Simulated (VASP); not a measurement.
# W (Im-3m) in VASP: further runs, part 2 of 2

VASP 6.6.1. Earlier steps stand in the parts before.

## Step 3: Single point, PBE

This run uses another cell than the first one, of 16.27 Å³/atom, 1.027 times its volume.

The input, INCAR:

```
SYSTEM = W
PREC     = Accurate       ! precision mode
ENCUT    = 520            ! plane-wave cutoff, eV
EDIFF    = 1E-6           ! SCF threshold, eV
ISMEAR   = -1             ! smearing method
SIGMA    = 0.15           ! smearing width, eV
LREAL    = .False.        ! projectors in reciprocal space
LASPH    = .True.         ! aspherical terms in the spheres
NELM     = 80             ! most SCF steps
ALGO     = Normal         ! electronic algorithm
ISIF     = 2              ! what is computed and relaxed
LWAVE    = .False.        ! write WAVECAR
LCHARG   = .False.        ! write CHGCAR
GGA      = PE             ! functional
NBANDS   = 13             ! bands
```

The input, KPOINTS:

```
Automatic mesh
0
Gamma
  13 13 13
  0 0 0
```

The input, POSCAR:

```
W
1.0
   -1.5962870840      1.5962870840      1.5962870840
    1.5962870840     -1.5962870840      1.5962870840
    1.5962870840      1.5962870840     -1.5962870840
W
1
Direct
    0.0000000000      0.0000000000      0.0000000000
```

Potentials or basis: VASP PAW PBE potentials, release 64 (W_sv).

Run with:

```bash
$ cat potpaw_PBE.64/W_sv/POTCAR > POTCAR
$ mpirun -np 1 vasp_std > vasp.out
```

OUTCAR:

```text
SYSTEM = W
   PREC = Accurate
   ENCUT = 520
   EDIFF = 1E-6
   ISMEAR = -1
   LREAL = .False.
   LASPH = .True.
   NELM = 80
   ISIF = 2
   GGA = PE

 ion  position               nearest neighbor table
   1  0.000  0.000  0.000-

  LATTYP: Found a body centered cubic cell.
 ALAT       =     3.1925741680

  Lattice vectors:

 A1 = (  -1.5962870840,   1.5962870840,   1.5962870840)
 A2 = (   1.5962870840,  -1.5962870840,   1.5962870840)
 A3 = (   1.5962870840,   1.5962870840,  -1.5962870840)

Analysis of symmetry for initial positions (statically):
=====================================================================
 Subroutine PRICEL returns:
 Original cell was already a primitive cell.

 Routine SETGRP: Setting up the symmetry group for a
 body centered cubic supercell.

 Subroutine GETGRP returns: Found 48 space group operations
 (whereof 48 operations were pure point group operations)
 out of a pool of 48 trial point group operations.

The static configuration has the point symmetry O_h .

Analysis of symmetry for dynamics (positions and initial velocities):
=====================================================================
 Subroutine PRICEL returns:
 Original cell was already a primitive cell.

 Routine SETGRP: Setting up the symmetry group for a
 body centered cubic supercell.

 Subroutine GETGRP returns: Found 48 space group operations
 (whereof 48 operations were pure point group operations)
 out of a pool of 48 trial point group operations.

The dynamic configuration has the point symmetry O_h .

 Subroutine INISYM returns: Found 48 space group operations
 (whereof 48 operations are pure point group operations),
 and found     1 'primitive' translations

----------------------------------------------------------------------------------------

                                     Primitive cell

  volume of cell :      16.2702

  direct lattice vectors                    reciprocal lattice vectors
    -1.596287084  1.596287084  1.596287084     0.000000000  0.313226866  0.313226866
     1.596287084 -1.596287084  1.596287084     0.313226866  0.000000000  0.313226866
     1.596287084  1.596287084 -1.596287084     0.313226866  0.313226866  0.000000000

  length of vectors
     2.764850333  2.764850333  2.764850333     0.442969682  0.442969682  0.442969682

  position of ions in fractional coordinates (direct lattice)
     0.000000000  0.000000000  0.000000000

  ion indices of the primitive-cell ions
   primitive index   ion index
                 1           1

----------------------------------------------------------------------------------------

 KPOINTS: Automatic mesh

Automatic generation of k-mesh.
 Grid dimensions read from file:
 generate k-points for:   13   13   13

 Generating k-lattice:

  Cartesian coordinates                     Fractional coordinates (reciprocal lattice)
     0.000000000  0.024094374  0.024094374     0.076923077  0.000000000  0.000000000
     0.024094374  0.000000000  0.024094374     0.000000000  0.076923077  0.000000000
     0.024094374  0.024094374  0.000000000     0.000000000  0.000000000  0.076923077

  Length of vectors
     0.034074591  0.034074591  0.034074591

  Shift w.r.t. Gamma in fractional coordinates (k-lattice)
     0.000000000  0.000000000  0.000000000

 Subroutine IBZKPT returns following result:
 ===========================================

 Found     84 irreducible k-points:

 Following reciprocal coordinates:
            Coordinates               Weight
  0.000000  0.000000  0.000000      1.000000
  0.076923  0.000000  0.000000     12.000000
  0.153846  0.000000  0.000000     12.000000
  0.230769  0.000000  0.000000     12.000000
  0.307692  0.000000  0.000000     12.000000
  0.384615  0.000000  0.000000     12.000000
[... 16 lines left out ...]
  0.153846  0.076923  0.076923     24.000000
  0.230769  0.076923  0.076923     24.000000
 [... further k-points ...]
   k-points           NKPTS =     84   k-points in BZ     NKDIM =     84   number of bands    NBANDS=     13
   number of dos      NEDOS =    301   number of ions     NIONS =      1
   total plane-waves  NPLWV =  13824
   dimension x,y,z NGX =    24 NGY =   24 NGZ =   24
   dimension x,y,z NGXF=    48 NGYF=   48 NGZF=   48
   ions per type =               1
   NGX,Y,Z   is equivalent  to a cutoff of  14.43, 14.43, 14.43 a.u.
   NGXF,Y,Z  is equivalent  to a cutoff of  28.86, 28.86, 28.86 a.u.
 SYSTEM =  W
   PREC   = accura    normal or accurate (medium, high low for compatibility)
   ISTART =      0    job   : 0-new  1-cont  2-samecut
   ICHARG =      2    charge: 1-file 2-atom 10-const
   ISPIN  =      1    spin polarized calculation?
   LNONCOLLINEAR =      F non collinear calculations
   LSORBIT =      F    spin-orbit coupling
   LASPH  =      T    aspherical Exc in radial PAW
   ENCUT  =  520.0 eV  38.22 Ry    6.18 a.u.   5.14  5.14  5.14*2*pi/ulx,y,z
   NELM   =     80;   NELMIN=  2; NELMDL= -5     # of ELM steps
   EDIFF  = 0.1E-05   stopping-criterion for ELM
   LREAL  =      F    real-space projection
   EDIFFG = 0.1E-04   stopping-criterion for IOM
   NSW    =      0    number of steps for IOM
   IBRION =     -1    ionic relax: 0-MD 1-quasi-New 2-CG
   NFREE  =      0    steps in history (QN), initial steepest desc. (CG)
   ISIF   =      2    stress and relaxation
   ISYM   =      2    0-nonsym 1-usesym 2-fastsym
   POTIM  = 0.5000    time-step for ionic-motion
   TEBEG  =    0.0;   TEEND  =   0.0 temperature during run
   PSTRESS=    0.0 pullay stress
   NELECT =      14.0000    total number of electrons
   NUPDOWN=      -1.0000    fix difference up-down
   EMIN   =  10.00;   EMAX   =-10.00  energy-range for DOS
   EFERMI =   0.00;   METHOD = LEGACY
   ISMEAR =    -1;   SIGMA  =   0.15  broadening in eV -4-tet -1-fermi 0-gaus
   EFERMI_NEDOS =   21; number of points for ismear=-14 and -15
   IALGO  =     38    algorithm
   IMIX   =      4    mixing-type and parameters
     AMIX     =   0.40;   BMIX     =  1.00
     AMIX_MAG =   1.60;   BMIX_MAG =  1.00
  volume/ion in A,a.u.               =      16.27       109.80
  Fermi-wavevector in a.u.,A,eV,Ry     =   1.557112  2.942515 32.988655  2.424598
  Thomas-Fermi vector in A             =   2.660810
   LORBIT       =      0    0 simple, 1 ext, 2 COOP (PROOUT), +10 PAW based schemes
   GGA     = PE    functional components
   LHFCALC =     F    Hartree Fock is set to
   AEXX    =    0.0000 exact exchange contribution
   IVDW    =     0    specifies the selected vdW correction
   LEPSILON=     F    determine dielectric tensor
   LRPA    =     F    only Hartree local field effects (RPA)
 non-spin polarized calculation
  energy-cutoff  :      520.00
  volume of cell :       16.27
 maximum number of plane-waves:       451
 NGX is ok and might be reduce to    24
   NGX = 11   NGY = 11   NGZ = 11

 number of electron      14.0000002 magnetization

 Free energy of the ion-electron system (eV)
  ---------------------------------------------------
  ext. energy  EPLUGINS =         0.00000000
  ---------------------------------------------------
  free energy    TOTEN  =       -12.97880399 eV

  energy without entropy =      -12.95036261  energy(sigma->0) =      -12.96458330

 E-fermi :  11.0639     XC(G=0): -13.4934

 val. band max:       10.9578476889   @ k =  -0.3077   0.3077   0.2308
 cond. band min:      11.1321120161   @ k =  -0.4615   0.4615   0.2308
 fundamental gap:      0.1742643272
 Fermi energy:        11.0639433746

 k-point     1 :       0.0000    0.0000    0.0000
  band No.  band energies     occupation
      1     -63.1460      2.00000
      2     -26.7450      2.00000
      3     -26.7450      2.00000
      4     -26.7450      2.00000
      5       1.5776      2.00000
      6       9.8847      1.99923
      7       9.8847      1.99923
      8       9.8847      1.99923
      9      13.2708      0.00000
     10      13.2708      0.00000
     11      25.5269      0.00000
     12      25.5269      0.00000
     13      25.5269      0.00000

 k-point     2 :       0.0769    0.0000    0.0000
  band No.  band energies     occupation
      1     -63.1392      2.00000
      2     -26.8178      2.00000
      3     -26.7679      2.00000
      4     -26.7454      2.00000
      5       1.8538      2.00000
      6       9.7190      1.99974
      7       9.8433      1.99942
      8      10.1514      1.99545
      9      13.0191      0.00000
     10      13.2737      0.00000
     11      25.7549      0.00000
[... 339 lines left out ...]
 k-point    24 :       0.2308    0.0769    0.0769
  band No.  band energies     occupation
      1     -63.0597      2.00000
      2     -27.5913      2.00000
      3     -27.0061      2.00000
      4     -26.8094      2.00000
      5       5.1220      2.00000
      6       8.1020      2.00000
      7       8.7254      2.00000
      8      13.0392      0.00000
      9      13.6602      0.00000
     10      14.9230      0.00000
     11      25.2498      0.00000
     12      25.3872      0.00000
     13      29.1473      0.00000

 [... further k-points ...]
[... 5 lines left out ...]
  --------------------------------------------------------------------------------------
  -------------------------------------------------------------------------------------
  Total       -0.2187416     -0.2187416     -0.2187416      0.0000000      0.0000000     -0.0000000
  in kB      -21.5401588    -21.5401588    -21.5401588      0.0000000      0.0000000     -0.0000000
  external PRESSURE =     -21.5401588 kB  Pullay stress =       0.0000000 kB

 VOLUME and BASIS-vectors are now :
 -----------------------------------------------------------------------------
  energy-cutoff  :      520.00
  volume of cell :       16.27
      direct lattice vectors                 reciprocal lattice vectors
    -1.596287084  1.596287084  1.596287084     0.000000000  0.313226866  0.313226866
     1.596287084 -1.596287084  1.596287084     0.313226866  0.000000000  0.313226866
     1.596287084  1.596287084 -1.596287084     0.313226866  0.313226866  0.000000000

 POSITION                                       TOTAL-FORCE (eV/Angst)
 -----------------------------------------------------------------------------------
      0.00000      0.00000      0.00000         0.000000      0.000000      0.000000
 -----------------------------------------------------------------------------------
    total drift:                                0.000000      0.000000      0.000000

  FREE ENERGIE OF THE ION-ELECTRON SYSTEM (eV)
  ---------------------------------------------------
  free  energy   TOTEN  =       -12.9788039906 eV

  energy  without entropy=      -12.9503626138  energy(sigma->0) =      -12.96458330
```

It took 11 s on 1 thread of AMD EPYC 9R14 (Zen 4), shared host; peak memory 0.12 GiB.

Results:

```yaml
Free_energy: -12.9788 eV
Pressure: -2.2 GPa
Band_gap_on_the_k_mesh: zero (band 7 reaches 15.42 eV, above the bottom of band 8 at 9.88 eV)
```

Levels at points of the mesh, in eV from the Fermi level:
```csv
k point,band 3,band 4,band 5,band 6,band 7,band 8,band 9,band 10,band 11,band 12
"(0.00, 0.00, 0.00)",-37.81,-37.81,-9.49,-1.18,-1.18,-1.18,2.21,2.21,14.46,14.46
```

Caveat: spin-orbit coupling is left out, which moves the levels of the heavy elements.
